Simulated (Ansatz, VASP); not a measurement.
One calculation of Sb, two programs

```
Sb
1.0
    -1.42033    1.42033    1.42033
     1.42033   -1.42033    1.42033
     1.42033    1.42033   -1.42033
Sb
1
Direct
  0.00000 0.00000 0.00000
```

Change from the starting cell: volume scaled by 0.45, LAPW.

Alike in both runs: task single point; functional LDA; k mesh 14 × 14 × 14; occupations fermi-dirac, width 0.08 eV; no spin polarisation.

```csv
,VASP,Ansatz
version,VASP 6.6.1,Ansatz 0.2.0
potentials or method,"VASP PAW LDA potentials, release 64 (Sb), cutoff 520 eV","all-electron LAPW, scalar-relativistic"
```

```csv
,VASP,Ansatz,Ansatz less VASP
pressure (GPa),379.6,362.0,-17.58
```

LDA's correlation is that of Perdew and Zunger in VASP and of Perdew and Wang (1992) in Ansatz. Both programs put the cell under a high pressure, so it lies far from rest at this level. Ansatz ran all-electron here, and VASP with PAW potentials.

Spin-orbit coupling is off throughout. Noted on VASP's run: the cell as given lies far from equilibrium.
